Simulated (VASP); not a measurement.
A run of VASP 6.6.1 is set up as follows.

File INCAR:

```
SYSTEM = NiO2
  PREC = Accurate
  ENCUT = 520
  EDIFF = 1E-7
  ISMEAR = 0
  SIGMA = 0.05
  LREAL = .False.
  LASPH = .True.
  NELM = 80
  ALGO = Normal
  ISIF = 2
  LWAVE = .False.
  LCHARG = .True.
  GGA = PS
  LELF = .True.
  LVHAR = .True.
  NBANDS = 18
```

Contents of KPOINTS:

```
Automatic mesh
0
Gamma
  12 12 6
  0 0 0
```

The input POSCAR:

```
NiO2
1.0
    2.7134934025      0.0000000000      0.0000000000
   -1.3567467013      2.3499542196      0.0000000000
    0.0000000000      0.0000000000      5.2343287735
Ni O
1 2
Direct
    0.0000000000      0.0000000000      0.5000000000
    0.6666666667      0.3333333333      0.7127976082
    0.3333333333      0.6666666667      0.2872023918
```

Potentials or basis: VASP PAW PBE potentials, release 64 (Ni, O).

Command:

```bash
$ cat potpaw_PBE.64/Ni/POTCAR potpaw_PBE.64/O/POTCAR > POTCAR
$ mpirun -np 1 vasp_std > vasp.out
```

Question: What does it give for the pressure?

Answer: -11.4 GPa.

Question: What does it give for the band gap on the k mesh?

Answer: 1.03 eV, indirect (least direct gap 1.09 eV).

Stress tensor (GPa, compression positive):
```
 -4.02   0.00   0.00
  0.00  -4.02   0.00
  0.00   0.00 -26.09
```

Caveat: the PAW data sets were made with another functional, which shifts forces and pressure a little. Spin polarisation is off, so any magnetic state and its effect on volume and gap are missing.
